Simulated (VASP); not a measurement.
# Si8W3 (a cell with a defect) in VASP: relaxation of the atoms with PBE

Aim: the relaxation of the atoms of Si8W3 (a cell with a defect) with PBE.

Everything below comes from runs of VASP 6.6.1. Logs are shortened: lines on timing, memory, paths and dates and some standing lists are left out, and cuts for length are marked.

### 1 The cell of the first run

The cell holds a defect, 11 atoms: a = 4.567 Å, b = 4.567 Å, c = 7.868 Å, α = 90.00°, β = 90.00°, γ = 90.00°.

### 2 Relaxation of the atoms, PBE

Contents of INCAR:

```
SYSTEM = Si8W3
ALGO     = Normal         ! electronic algorithm
EDIFF    = 1E-6           ! SCF threshold, eV
EDIFFG   = -0.02          ! ionic threshold
ENCUT    = 520            ! plane-wave cutoff, eV
GGA      = PE             ! functional
IBRION   = 2              ! ionic algorithm
ISIF     = 2              ! what is computed and relaxed
ISMEAR   = 1              ! smearing method
LASPH    = .TRUE.         ! aspherical terms in the spheres
LCHARG   = .FALSE.        ! write CHGCAR
LREAL    = .FALSE.        ! projectors in reciprocal space
LWAVE    = .FALSE.        ! write WAVECAR
NELM     = 60             ! most SCF steps
NSW      = 90             ! ionic steps
PREC     = Accurate       ! precision mode
SIGMA    = 0.1            ! smearing width, eV
```

Contents of KPOINTS:

```
k-points
0
G
  4 4 3
  0 0 0
```

Contents of POSCAR:

```
Si8W3
1.0
    3.2292007300      3.2292007300      0.0000000000
   -3.2292007300      3.2292007300      0.0000000000
    0.0000000000      0.0000000000      7.8679106400
Si W
8 3
Direct
    0.0000000000      0.0000000000      0.3345207100
    0.0000000000      0.5000000000      0.8345207100
    0.5000000000      0.0000000000      0.8345207100
    0.5000000000      0.5000000000      0.3345207100
    0.0000000000      0.0000000000      0.6654792900
    0.0000000000      0.5000000000      0.1654792900
    0.5000000000      0.0000000000      0.1654792900
    0.5000000000      0.5000000000      0.6654792900
    0.0000006700      0.0000006400      0.0000000300
   -0.5000000000      0.0000000000      0.5000000000
    0.4999993300      0.4999993600     -0.0000000300
```

Potentials or basis: VASP PAW PBE potentials, release 64 (Si, W_sv).

Started as:

```console
$ cat potpaw_PBE.64/Si/POTCAR potpaw_PBE.64/W_sv/POTCAR > POTCAR
$ mpirun -np 1 vasp_std > vasp.out
```

OUTCAR:

```text
SYSTEM = Si8W3
   EDIFF = 1E-6
   EDIFFG = -0.02
   ENCUT = 520
   GGA = PE
   IBRION = 2
   ISIF = 2
   ISMEAR = 1
   LASPH = .TRUE.
   LREAL = .FALSE.
   NELM = 60
   NSW = 90
   PREC = Accurate

 ion  position               nearest neighbor table
   1  0.000  0.000  0.335-   5 2.60  10 2.63  10 2.63   9 2.63   7 2.64   6 2.64   7 2.64   6 2.64

   2  0.000  0.500  0.835-   6 2.60  11 2.63   9 2.63  11 2.63   9 2.63   8 2.64   5 2.64   8 2.64
                             5 2.64
   3  0.500  0.000  0.835-   7 2.60  11 2.63   9 2.63  11 2.63   9 2.63  10 2.63   5 2.64   8 2.64
                             8 2.64   5 2.64
   4  0.500  0.500  0.335-   8 2.60  10 2.63  10 2.63  11 2.63   6 2.64   7 2.64   7 2.64   6 2.64

   5  0.000  0.000  0.665-   1 2.60  10 2.63  10 2.63   9 2.63   3 2.64   2 2.64   3 2.64   2 2.64

   6  0.000  0.500  0.165-   2 2.60   9 2.63  11 2.63   9 2.63  11 2.63   4 2.64   1 2.64   4 2.64
                             1 2.64
   7  0.500  0.000  0.165-   3 2.60   9 2.63  11 2.63   9 2.63  11 2.63  10 2.63   1 2.64   4 2.64
                             4 2.64   1 2.64
   8  0.500  0.500  0.665-   4 2.60  10 2.63  10 2.63  11 2.63   2 2.64   3 2.64   3 2.64   2 2.64

   9  0.000  0.000  0.000-   7 2.63   6 2.63   3 2.63   2 2.63   6 2.63   7 2.63   2 2.63   3 2.63
                             1 2.63   5 2.63  11 3.23  11 3.23  11 3.23  11 3.23
  10  0.500  0.000  0.500-   1 2.63   4 2.63   5 2.63   8 2.63   4 2.63   8 2.63   1 2.63   5 2.63
                             7 2.63   3 2.63
  11  0.500  0.500  1.000-   2 2.63   3 2.63   6 2.63   7 2.63   3 2.63   2 2.63   7 2.63   6 2.63
                             8 2.63   4 2.63   9 3.23   9 3.23   9 3.23   9 3.23

  LATTYP: Found a simple tetragonal cell.
 ALAT       =     4.5667794680
 C/A-ratio  =     1.7228575838

  Lattice vectors:

 A1 = (   3.2292007300,   3.2292007300,   0.0000000000)
 A2 = (  -3.2292007300,   3.2292007300,   0.0000000000)
 A3 = (   0.0000000000,   0.0000000000,   7.8679106400)

Analysis of symmetry for initial positions (statically):
=====================================================================
 Subroutine PRICEL returns:
 Original cell was already a primitive cell.

 Routine SETGRP: Setting up the symmetry group for a
 simple tetragonal supercell.

 Subroutine GETGRP returns: Found 16 space group operations
 (whereof  8 operations were pure point group operations)
 out of a pool of 16 trial point group operations.

The static configuration has the point symmetry D_2h.
 The point group associated with its full space group is D_4h.

Analysis of symmetry for dynamics (positions and initial velocities):
=====================================================================
 Subroutine PRICEL returns:
 Original cell was already a primitive cell.

 Routine SETGRP: Setting up the symmetry group for a
 simple tetragonal supercell.

 Subroutine GETGRP returns: Found 16 space group operations
 (whereof  8 operations were pure point group operations)
 out of a pool of 16 trial point group operations.

The dynamic configuration has the point symmetry D_2h.
 The point group associated with its full space group is D_4h.

 Subroutine INISYM returns: Found 16 space group operations
 (whereof  8 operations are pure point group operations),
 and found     1 'primitive' translations

----------------------------------------------------------------------------------------

                                     Primitive cell

  volume of cell :     164.0890

  direct lattice vectors                    reciprocal lattice vectors
     3.229200730  3.229200730  0.000000000     0.154837076  0.154837076  0.000000000
    -3.229200730  3.229200730  0.000000000    -0.154837076  0.154837076  0.000000000
     0.000000000  0.000000000  7.867910640     0.000000000  0.000000000  0.127098546

  length of vectors
     4.566779468  4.566779468  7.867910640     0.218972693  0.218972693  0.127098546

  position of ions in fractional coordinates (direct lattice)
     0.000000000  0.000000000  0.334520710
     0.000000000  0.500000000  0.834520710
     0.500000000  0.000000000  0.834520710
     0.500000000  0.500000000  0.334520710
     0.000000000  0.000000000  0.665479290
     0.000000000  0.500000000  0.165479290
     0.500000000  0.000000000  0.165479290
     0.500000000  0.500000000  0.665479290
     0.000000670  0.000000640  0.000000030
     0.500000000  0.000000000  0.500000000
     0.499999330  0.499999360  0.999999970

  ion indices of the primitive-cell ions
   primitive index   ion index
                 1           1
                 2           2
                 3           3
                 4           4
                 5           5
                 6           6
                 7           7
                 8           8
                 9           9
                10          10
                11          11

----------------------------------------------------------------------------------------

 KPOINTS: k-points

Automatic generation of k-mesh.
 Grid dimensions read from file:
 generate k-points for:    4    4    3

 Generating k-lattice:

  Cartesian coordinates                     Fractional coordinates (reciprocal lattice)
     0.038709269  0.038709269  0.000000000     0.250000000  0.000000000  0.000000000
    -0.038709269  0.038709269  0.000000000     0.000000000  0.250000000  0.000000000
     0.000000000  0.000000000  0.042366182     0.000000000  0.000000000  0.333333333

  Length of vectors
     0.054743173  0.054743173  0.042366182

  Shift w.r.t. Gamma in fractional coordinates (k-lattice)
     0.000000000  0.000000000  0.000000000

 Subroutine IBZKPT returns following result:
 ===========================================

 Found     12 irreducible k-points:

 Following reciprocal coordinates:
            Coordinates               Weight
  0.000000  0.000000  0.000000      1.000000
  0.250000  0.000000  0.000000      4.000000
  0.500000  0.000000  0.000000      2.000000
  0.250000  0.250000  0.000000      4.000000
  0.500000  0.250000  0.000000      4.000000
  0.500000  0.500000  0.000000      1.000000
  0.000000  0.000000  0.333333      2.000000
  0.250000  0.000000  0.333333      8.000000
  0.500000  0.000000  0.333333      4.000000
  0.250000  0.250000  0.333333      8.000000
  0.500000  0.250000  0.333333      8.000000
  0.500000  0.500000  0.333333      2.000000
   k-points           NKPTS =     12   k-points in BZ     NKDIM =     12   number of bands    NBANDS=     44
   number of dos      NEDOS =    301   number of ions     NIONS =     11
   total plane-waves  NPLWV =  77760
   dimension x,y,z NGX =    36 NGY =   36 NGZ =   60
   dimension x,y,z NGXF=    72 NGYF=   72 NGZF=  120
   ions per type =               8   3
   NGX,Y,Z   is equivalent  to a cutoff of  13.11, 13.11, 12.68 a.u.
   NGXF,Y,Z  is equivalent  to a cutoff of  26.21, 26.21, 25.36 a.u.
 SYSTEM =  Si8W3
   PREC   = accura    normal or accurate (medium, high low for compatibility)
   ISTART =      0    job   : 0-new  1-cont  2-samecut
   ICHARG =      2    charge: 1-file 2-atom 10-const
   ISPIN  =      1    spin polarized calculation?
   LNONCOLLINEAR =      F non collinear calculations
   LSORBIT =      F    spin-orbit coupling
   LASPH  =      T    aspherical Exc in radial PAW
   ENCUT  =  520.0 eV  38.22 Ry    6.18 a.u.   8.49  8.49 14.63*2*pi/ulx,y,z
   NELM   =     60;   NELMIN=  2; NELMDL= -5     # of ELM steps
   EDIFF  = 0.1E-05   stopping-criterion for ELM
   LREAL  =      F    real-space projection
   EDIFFG = -.2E-01   stopping-criterion for IOM
   NSW    =     90    number of steps for IOM
   IBRION =      2    ionic relax: 0-MD 1-quasi-New 2-CG
   NFREE  =      1    steps in history (QN), initial steepest desc. (CG)
   ISIF   =      2    stress and relaxation
   ISYM   =      2    0-nonsym 1-usesym 2-fastsym
   POTIM  = 0.5000    time-step for ionic-motion
   TEBEG  =    0.0;   TEEND  =   0.0 temperature during run
   PSTRESS=    0.0 pullay stress
   NELECT =      74.0000    total number of electrons
   NUPDOWN=      -1.0000    fix difference up-down
   EMIN   =  10.00;   EMAX   =-10.00  energy-range for DOS
   EFERMI =   0.00;   METHOD = LEGACY
   ISMEAR =     1;   SIGMA  =   0.10  broadening in eV -4-tet -1-fermi 0-gaus
   EFERMI_NEDOS =   21; number of points for ismear=-14 and -15
   IALGO  =     38    algorithm
   IMIX   =      4    mixing-type and parameters
     AMIX     =   0.40;   BMIX     =  1.00
     AMIX_MAG =   1.60;   BMIX_MAG =  1.00
  volume/ion in A,a.u.               =      14.92       100.67
  Fermi-wavevector in a.u.,A,eV,Ry     =   1.255429  2.372417 21.444177  1.576103
  Thomas-Fermi vector in A             =   2.389186
   LORBIT       =      0    0 simple, 1 ext, 2 COOP (PROOUT), +10 PAW based schemes
   GGA     = PE    functional components
   LHFCALC =     F    Hartree Fock is set to
   AEXX    =    0.0000 exact exchange contribution
   IVDW    =     0    specifies the selected vdW correction
   LEPSILON=     F    determine dielectric tensor
   LRPA    =     F    only Hartree local field effects (RPA)
 conjugate gradient relaxation of ions
 non-spin polarized calculation
 Methfessel and Paxton  Order N= 1 SIGMA  =   0.10
  energy-cutoff  :      520.00
  volume of cell :      164.09
 maximum number of plane-waves:      4451
 NGX is ok and might be reduce to    36
   NGX = 17   NGY = 17   NGZ = 29

--------------------------------------- Ionic step        1  -------------------------------------------

 number of electron      73.9999996 magnetization

 Free energy of the ion-electron system (eV)
  ---------------------------------------------------
  ext. energy  EPLUGINS =         0.00000000
  ---------------------------------------------------
  free energy    TOTEN  =       -83.18689310 eV

  energy without entropy =      -83.18980567  energy(sigma->0) =      -83.18786396

------------------------ aborting loop because EDIFF is reached ----------------------------------------

  FORCE on cell =-STRESS in cart. coord.  units (eV):
  Direction    XX          YY          ZZ          XY          YZ          ZX
  --------------------------------------------------------------------------------------
  -------------------------------------------------------------------------------------
  Total       -2.9929427     -2.9929427     -2.0290636     -0.0000000      0.0000000      0.0000000
  in kB      -29.2233153    -29.2233153    -19.8119279     -0.0000000      0.0000000      0.0000000
  external PRESSURE =     -26.0861862 kB  Pullay stress =       0.0000000 kB
[... 210 lines left out ...]
  energy  without entropy=      -83.2825395241  energy(sigma->0) =      -83.28257878

--------------------------------------- Ionic step        6  -------------------------------------------

 number of electron      73.9999996 magnetization

 Free energy of the ion-electron system (eV)
  ---------------------------------------------------
  ext. energy  EPLUGINS =         0.00000000
  ---------------------------------------------------
  free energy    TOTEN  =       -83.28266100 eV

  energy without entropy =      -83.28262934  energy(sigma->0) =      -83.28265045

 E-fermi :   9.9514     XC(G=0): -11.7675

 val. band max:        9.9192989058   @ k =   0.5000   0.0000   0.3333
 cond. band min:      10.1875943817   @ k =   0.2500   0.2500   0.0000
 fundamental gap:      0.2682954759
 Fermi energy:         9.9513619298

 k-point     1 :       0.0000    0.0000    0.0000
  band No.  band energies     occupation
      1     -63.7398      2.00000
      2     -63.7261      2.00000
      3     -63.2569      2.00000
      4     -28.1126      2.00000
      5     -28.1126      2.00000
      6     -27.9879      2.00000
[... 591 lines left out ...]
  FREE ENERGIE OF THE ION-ELECTRON SYSTEM (eV)
  ---------------------------------------------------
  free  energy   TOTEN  =       -83.2826610038 eV

  energy  without entropy=      -83.2826293408  energy(sigma->0) =      -83.28265045

 reached required accuracy - stopping structural energy minimisation
```

It took 11 min on 1 thread of Oxide Virtual Turin-like, shared host; peak memory 0.27 GiB.

What came out:

```
Free energy                  : -83.2827 eV
Energy gained by relaxing    : 8.7 meV/atom
Ionic steps                  : 6
Pressure after relaxing      : -3.1 GPa
Largest force after relaxing : 0.018 eV/Å
Band gap on the k mesh       : zero (bands 37 and 38 overlap by 0.42 eV)
```

Forces in eV/Å, atoms in the order of the input:
```
Si   0.000  0.000  0.007
Si   0.000  0.000 -0.017
Si   0.000  0.000 -0.018
Si   0.000  0.000  0.007
Si   0.000  0.000 -0.007
Si   0.000  0.000  0.017
Si   0.000  0.000  0.018
Si   0.000  0.000 -0.007
W    0.000  0.000  0.000
W    0.000  0.000  0.000
W    0.000  0.000  0.000
```

Step by step:
| step | energy change (eV) | largest force (eV/Å) | pressure (GPa) |
| --- | --- | --- | --- |
| 1 | 0.0000 | 0.7679 | -2.61 |
| 2 | -0.0900 | 0.1971 | -3.03 |
| 3 | -0.0952 | 0.0677 | -3.09 |
| 4 | -0.0951 | 0.0600 | -3.09 |
| 5 | -0.0957 | 0.0296 | -3.10 |
| 6 | -0.0958 | 0.0175 | -3.11 |

Final structure:
```xyz
11
Lattice="3.2292 3.2292 0.0000 -3.2292 3.2292 0.0000 0.0000 0.0000 7.8679" Properties=species:S:1:pos:R:3 pbc="T T T"
Si    0.0000    0.0000    2.6811
Si   -1.6146    1.6146    6.5522
Si    1.6146    1.6146    6.5364
Si    0.0000    3.2292    2.6811
Si    0.0000    0.0000    5.1868
Si   -1.6146    1.6146    1.3157
Si    1.6146    1.6146    1.3315
Si    0.0000    3.2292    5.1868
W     0.0000    0.0000    0.0000
W     1.6146    1.6146    3.9340
W     0.0000    3.2292    7.8679
```

Caveat: spin-orbit coupling is left out, which moves the levels of the heavy elements.
